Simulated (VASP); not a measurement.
# Al (Fm-3m) in VASP: elastic constants with PBE

Aim: the elastic constants of Al with PBE.

Everything below comes from runs of VASP 6.6.1. Logs are shortened: lines on timing, memory, paths and dates and some standing lists are left out, and cuts for length are marked.

## Step 1: The cell of the first run

It takes space group Fm-3m (No. 225, cubic). Conventional cell: a = 4.041 Å, b = 4.041 Å, c = 4.041 Å, α = 90.00°, β = 90.00°, γ = 90.00°. Al (site symmetry m-3m) has 12 Al at 2.86 Å within 3.8 Å.

## Step 2: Elastic constants, PBE

The input, INCAR:

```
SYSTEM = Al
ALGO = Normal
EDIFF = 1E-8
ENCUT = 600
GGA = PE
IBRION = 6
ISIF = 3
ISMEAR = 1
LASPH = .TRUE.
LCHARG = .TRUE.
LREAL = .FALSE.
LWAVE = .FALSE.
NELM = 80
NFREE = 2
NSW = 1
POTIM = 0.015
PREC = Accurate
SIGMA = 0.4
```

The input, KPOINTS:

```
k-points
0
G
  16 16 16
  0 0 0
```

The input, POSCAR:

```
Al
1.0
    0.0000000000      2.0203273918      2.0203273918
    2.0203273918      0.0000000000      2.0203273918
    2.0203273918      2.0203273918      0.0000000000
Al
1
Direct
    0.0000000000      0.0000000000      0.0000000000
```

Potentials or basis: VASP PAW PBE potentials, release 64 (Al).

On the command line:

```
> cat potpaw_PBE.64/Al/POTCAR > POTCAR
> mpirun -np 1 vasp_std > vasp.out
```

OUTCAR:

```text
SYSTEM = Al
   EDIFF = 1E-8
   ENCUT = 600
   GGA = PE
   IBRION = 6
   ISIF = 3
   ISMEAR = 1
   LASPH = .TRUE.
   LREAL = .FALSE.
   NELM = 80
   NFREE = 2
   NSW = 1
   POTIM = 0.015
   PREC = Accurate

 ion  position               nearest neighbor table
   1  0.000  0.000  0.000-

  LATTYP: Found a face centered cubic cell.
 ALAT       =     4.0406547836

  Lattice vectors:

 A1 = (   0.0000000000,   2.0203273918,   2.0203273918)
 A2 = (   2.0203273918,   0.0000000000,   2.0203273918)
 A3 = (   2.0203273918,   2.0203273918,   0.0000000000)

Analysis of symmetry for initial positions (statically):
=====================================================================
 Subroutine PRICEL returns:
 Original cell was already a primitive cell.

 Routine SETGRP: Setting up the symmetry group for a
 face centered cubic supercell.

 Subroutine GETGRP returns: Found 48 space group operations
 (whereof 48 operations were pure point group operations)
 out of a pool of 48 trial point group operations.

The static configuration has the point symmetry O_h .

Analysis of symmetry for dynamics (positions and initial velocities):
=====================================================================
 Subroutine PRICEL returns:
 Original cell was already a primitive cell.

 Routine SETGRP: Setting up the symmetry group for a
 face centered cubic supercell.

 Subroutine GETGRP returns: Found 48 space group operations
 (whereof 48 operations were pure point group operations)
 out of a pool of 48 trial point group operations.

The dynamic configuration has the point symmetry O_h .

 Subroutine INISYM returns: Found 48 space group operations
 (whereof 48 operations are pure point group operations),
 and found     1 'primitive' translations

----------------------------------------------------------------------------------------

                                     Primitive cell

  volume of cell :      16.4928

  direct lattice vectors                    reciprocal lattice vectors
     0.000000000  2.020327392  2.020327392    -0.247484641  0.247484641  0.247484641
     2.020327392  0.000000000  2.020327392     0.247484641 -0.247484641  0.247484641
     2.020327392  2.020327392  0.000000000     0.247484641  0.247484641 -0.247484641

  length of vectors
     2.857174398  2.857174398  2.857174398     0.428655973  0.428655973  0.428655973

  position of ions in fractional coordinates (direct lattice)
     0.000000000  0.000000000  0.000000000

  ion indices of the primitive-cell ions
   primitive index   ion index
                 1           1

----------------------------------------------------------------------------------------

 KPOINTS: k-points

Automatic generation of k-mesh.
 Grid dimensions read from file:
 generate k-points for:   16   16   16

 Generating k-lattice:

  Cartesian coordinates                     Fractional coordinates (reciprocal lattice)
    -0.015467790  0.015467790  0.015467790     0.062500000  0.000000000  0.000000000
     0.015467790 -0.015467790  0.015467790     0.000000000  0.062500000  0.000000000
     0.015467790  0.015467790 -0.015467790     0.000000000  0.000000000  0.062500000

  Length of vectors
     0.026790998  0.026790998  0.026790998

  Shift w.r.t. Gamma in fractional coordinates (k-lattice)
     0.000000000  0.000000000  0.000000000

 Subroutine IBZKPT returns following result:
 ===========================================

 Found    145 irreducible k-points:

 Following reciprocal coordinates:
            Coordinates               Weight
  0.000000  0.000000  0.000000      1.000000
  0.062500  0.000000  0.000000      8.000000
  0.125000  0.000000  0.000000      8.000000
  0.187500  0.000000  0.000000      8.000000
  0.250000  0.000000  0.000000      8.000000
  0.312500  0.000000  0.000000      8.000000
[... 16 lines left out ...]
 -0.125000  0.062500  0.000000     24.000000
 -0.062500  0.062500  0.000000     12.000000
 [... further k-points ...]
   k-points           NKPTS =    145   k-points in BZ     NKDIM =    145   number of bands    NBANDS=      5
   number of dos      NEDOS =    301   number of ions     NIONS =      1
[... 19 lines left out ...]
   NSW    =     49    number of steps for IOM
   IBRION =      6    ionic relax: 0-MD 1-quasi-New 2-CG
   NFREE  =      2    steps in history (QN), initial steepest desc. (CG)
   ISIF   =      3    stress and relaxation
   ISYM   =      2    0-nonsym 1-usesym 2-fastsym
   POTIM  = 0.0150    time-step for ionic-motion
   TEBEG  =    0.0;   TEEND  =   0.0 temperature during run
   PSTRESS=    0.0 pullay stress
   NELECT =       3.0000    total number of electrons
   NUPDOWN=      -1.0000    fix difference up-down
   EMIN   =  10.00;   EMAX   =-10.00  energy-range for DOS
   EFERMI =   0.00;   METHOD = LEGACY
   ISMEAR =     1;   SIGMA  =   0.40  broadening in eV -4-tet -1-fermi 0-gaus
   EFERMI_NEDOS =   21; number of points for ismear=-14 and -15
   IALGO  =     38    algorithm
   IMIX   =      4    mixing-type and parameters
     AMIX     =   0.40;   BMIX     =  1.00
     AMIX_MAG =   1.60;   BMIX_MAG =  1.00
  volume/ion in A,a.u.               =      16.49       111.30
  Fermi-wavevector in a.u.,A,eV,Ry     =   0.927577  1.752867 11.706451  0.860400
  Thomas-Fermi vector in A             =   2.053662
   LORBIT       =      0    0 simple, 1 ext, 2 COOP (PROOUT), +10 PAW based schemes
   GGA     = PE    functional components
   LHFCALC =     F    Hartree Fock is set to
   AEXX    =    0.0000 exact exchange contribution
   IVDW    =     0    specifies the selected vdW correction
   LEPSILON=     F    determine dielectric tensor
   LRPA    =     F    only Hartree local field effects (RPA)
 finite differences with symmetry
 non-spin polarized calculation
 Methfessel and Paxton  Order N= 1 SIGMA  =   0.40
  energy-cutoff  :      600.00
  volume of cell :       16.49
 maximum number of plane-waves:       568
   NGX = 11   NGY = 11   NGZ = 11

--------------------------------------- Ionic step        1  -------------------------------------------

 number of electron       3.0000000 magnetization

 Free energy of the ion-electron system (eV)
  ---------------------------------------------------
  ext. energy  EPLUGINS =         0.00000000
  ---------------------------------------------------
  free energy    TOTEN  =        -3.75039820 eV

  energy without entropy =       -3.75262781  energy(sigma->0) =       -3.75114141

------------------------ aborting loop because EDIFF is reached ----------------------------------------

  FORCE on cell =-STRESS in cart. coord.  units (eV):
  Direction    XX          YY          ZZ          XY          YZ          ZX
  --------------------------------------------------------------------------------------
  -------------------------------------------------------------------------------------
  Total       -0.0044527     -0.0044527     -0.0044527      0.0000000      0.0000000     -0.0000000
  in kB       -0.4325487     -0.4325487     -0.4325487      0.0000000      0.0000000     -0.0000000
  external PRESSURE =      -0.4325487 kB  Pullay stress =       0.0000000 kB
[... 86 lines left out ...]
  FREE ENERGIE OF THE ION-ELECTRON SYSTEM (eV)
  ---------------------------------------------------
  free  energy   TOTEN  =        -3.7488490898 eV

  energy  without entropy=       -3.7507675353  energy(sigma->0) =       -3.74948857

[... ionic steps 4 to 12 ...]

--------------------------------------- Ionic step       13  -------------------------------------------

 number of electron       3.0000000 magnetization

------------------------ aborting loop because EDIFF is reached ----------------------------------------
[... 65 lines left out ...]
--------------------------------------- Ionic step       15  -------------------------------------------

 number of electron       3.0000000 magnetization

 Free energy of the ion-electron system (eV)
  ---------------------------------------------------
  ext. energy  EPLUGINS =         0.00000000
  ---------------------------------------------------
  free energy    TOTEN  =        -3.75039821 eV

  energy without entropy =       -3.75262782  energy(sigma->0) =       -3.75114141

 E-fermi :   8.0443     XC(G=0): -10.1983

 val. band max:        8.0078314926   @ k =  -0.2500   0.3125   0.1250
 cond. band min:       8.1225579110   @ k =   0.4375   0.4375   0.0000
 fundamental gap:      0.1147264184
 Fermi energy:         8.0443286791

 k-point     1 :       0.0000    0.0000    0.0000
  band No.  band energies     occupation
      1      -3.1330      2.00000
      2      20.6260      0.00000
      3      20.6260      0.00000
      4      20.6260      0.00000
      5      22.1211      0.00000
[... 177 lines left out ...]
 k-point    24 :      -0.0625    0.0625    0.0000
  band No.  band energies     occupation
      1      -2.8499      2.00000
      2      17.7665      0.00000
      3      18.5089      0.00000
      4      20.9014      0.00000
      5      22.2952      0.00000

 [... further k-points ...]

------------------------ aborting loop because EDIFF is reached ----------------------------------------

  FORCE on cell =-STRESS in cart. coord.  units (eV):
  Direction    XX          YY          ZZ          XY          YZ          ZX
  --------------------------------------------------------------------------------------
  -------------------------------------------------------------------------------------
  Total       -0.0044521     -0.0044521     -0.0044521     -0.0000000     -0.0000000     -0.0000000
  in kB       -0.4324955     -0.4324955     -0.4324955     -0.0000000     -0.0000000     -0.0000000
  external PRESSURE =      -0.4324955 kB  Pullay stress =       0.0000000 kB
[... 16 lines left out ...]
  FREE ENERGIE OF THE ION-ELECTRON SYSTEM (eV)
  ---------------------------------------------------
  free  energy   TOTEN  =        -3.7503982098 eV

  energy  without entropy=       -3.7526278201  energy(sigma->0) =       -3.75114141

 INTERNAL STRAIN TENSORS FROM STRAINED CELLS
 ============================================

 INTERNAL STRAIN TENSOR FOR ION    1 for displacements in x,y,z  (eV/Angst):
          X           Y           Z          XY          YZ          ZX
  --------------------------------------------------------------------------------
  x     0.00000    -0.00000     0.00000    -0.00000     0.00000     0.00000
  y    -0.00000     0.00000    -0.00000     0.00000     0.00000     0.00000
  z     0.00000     0.00000    -0.00000    -0.00000    -0.00000     0.00000

 INTERNAL STRAIN TENSORS FROM DISPLACED ATOMS
 ============================================

 INTERNAL STRAIN TENSOR FOR ION    1 for displacements in x,y,z  (eV/Angst):
          X           Y           Z          XY          YZ          ZX
  --------------------------------------------------------------------------------
  x     0.00000     0.00000     0.00000     0.00000     0.00000     0.00000
  y     0.00000     0.00000     0.00000     0.00000     0.00000     0.00000
  z     0.00000     0.00000     0.00000     0.00000     0.00000     0.00000

 Eigenvectors and eigenvalues of the dynamical matrix
 ----------------------------------------------------

   1 f  =    0.000000 THz     0.000000 2PiTHz    0.000000 cm-1     0.000000 meV
             X         Y         Z           dx          dy          dz
      0.000000  0.000000  0.000000     0.752577   -0.658505    0.000000

   2 f  =    0.000000 THz     0.000000 2PiTHz    0.000000 cm-1     0.000000 meV
             X         Y         Z           dx          dy          dz
      0.000000  0.000000  0.000000    -0.658505   -0.752577    0.000000

   3 f  =    0.000000 THz     0.000000 2PiTHz    0.000000 cm-1     0.000000 meV
             X         Y         Z           dx          dy          dz
      0.000000  0.000000  0.000000     0.000000    0.000000    1.000000

--------------------------------------------------------------------------------------------------------

 ELASTIC MODULI CONTR FROM IONIC RELAXATION (kBar)
 Direction    XX          YY          ZZ          XY          YZ          ZX
 --------------------------------------------------------------------------------
 XX           0.0000      0.0000      0.0000      0.0000      0.0000      0.0000
 YY           0.0000      0.0000      0.0000      0.0000      0.0000      0.0000
 ZZ           0.0000      0.0000      0.0000      0.0000      0.0000      0.0000
 XY           0.0000      0.0000      0.0000      0.0000      0.0000      0.0000
 YZ           0.0000      0.0000      0.0000      0.0000      0.0000      0.0000
 ZX           0.0000      0.0000      0.0000      0.0000      0.0000      0.0000
 --------------------------------------------------------------------------------

 TOTAL ELASTIC MODULI (kBar)
 Direction    XX          YY          ZZ          XY          YZ          ZX
 --------------------------------------------------------------------------------
 XX        1328.4487    505.5151    505.5151     -0.0000     -0.0000     -0.0000
 YY         505.5151   1328.4487    505.5151     -0.0000      0.0000      0.0000
 ZZ         505.5151    505.5151   1328.4487     -0.0000     -0.0000      0.0000
 XY          -0.0000     -0.0000     -0.0000    489.1529      0.0000      0.0000
 YZ          -0.0000      0.0000     -0.0000      0.0000    489.1529      0.0000
 ZX          -0.0000      0.0000      0.0000      0.0000      0.0000    489.1529
 --------------------------------------------------------------------------------
```

It took 4.5 min on 1 thread of AMD EPYC 9R45 (Zen 5), shared host; peak memory 0.28 GiB.

What came out:

```
Elastic constants C11, C12, C44 : 133, 51, 49 GPa
Voigt bulk modulus              : 78 GPa
```

Elastic tensor in Voigt notation (GPa, in the Cartesian axes of the cell as first typed):
```
133  51  51   0   0   0
 51 133  51   0   0   0
 51  51 133   0   0   0
  0   0   0  49   0   0
  0   0   0   0  49   0
  0   0   0   0   0  49
```

Clamped-ion elastic tensor (GPa):
```
133  51  51   0   0   0
 51 133  51   0   0   0
 51  51 133   0   0   0
  0   0   0  49   0   0
  0   0   0   0  49   0
  0   0   0   0   0  49
```
